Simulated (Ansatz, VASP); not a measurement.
# One calculation of Sn, two programs

The input INCAR:

```
ALGO = Fast ; EDIFF = 1E-7
ENCUT = 520 ; GGA = CA
ISIF = 2 ; ISMEAR = 0
LASPH = True ; LCHARG = False
LREAL = False ; LWAVE = False
NBANDS = 21 ; NELM = 100
PREC = Accurate ; SIGMA = 0.15
```

KPOINTS

```
k-points
0
Gamma
  12 12 12
```

Contents of POSCAR:

```
Sn
1.0
    0.0000000000      3.2780560000      3.2456000000
    3.2456000000      0.0000000000      3.2456000000
    3.2456000000      3.2780560000      0.0000000000
Sn
2
Direct
    0.5000000000      0.5000000000      0.5000000000
    0.7500000000      0.7500000000      0.7500000000
```

Input for Ansatz:

```yaml
crystal:
  lattice:
    - [0.0, 3.278056, 3.2456]
    - [3.2456, 0.0, 3.2456]
    - [3.2456, 3.278056, 0.0]
  atoms:
    - { symbol: Sn, position: [0.5, 0.5, 0.5] }
    - { symbol: Sn, position: [0.75, 0.75, 0.75] }
basis:
  ecutwfc: 420
kpoints:
  mp_grid: { grid: [12, 12, 12] }
hamiltonian:
  xc: lda
scf:
  occupations: { method: gaussian, width: 0.15 }
output:
  forces: true
  stress: true
  eigenvalues: true
```

Change from the starting cell: strain +0.0100 x Voigt [0, 1, 0, 0, 0, 0], atoms carried along.

Alike in both runs: task single point; functional LDA; k mesh 12 × 12 × 12; occupations gaussian, width 0.15 eV; no spin polarisation.

|  | VASP | Ansatz |
| --- | --- | --- |
| version | VASP 6.6.1 | Ansatz 0.2.0 |
| potentials or method | VASP PAW LDA potentials, release 64 (Sn_d), cutoff 520 eV | scalar-relativistic, plane waves, PAW |
| valence electrons in the cell | 28 | 28 |

```tsv
	VASP	Ansatz	Ansatz less VASP
gap on the k mesh at the Fermi level (eV)	none	none	-
pressure (GPa)	-0.8	-0.8	+0.01
traceless stress, the component that is largest in VASP (GPa)	-0.21	-0.21	+0.001
```

LDA's correlation is that of Perdew and Zunger in VASP and of Perdew and Wang (1992) in Ansatz. A gap of «none» marks a metal or a gap that the smearing closes.
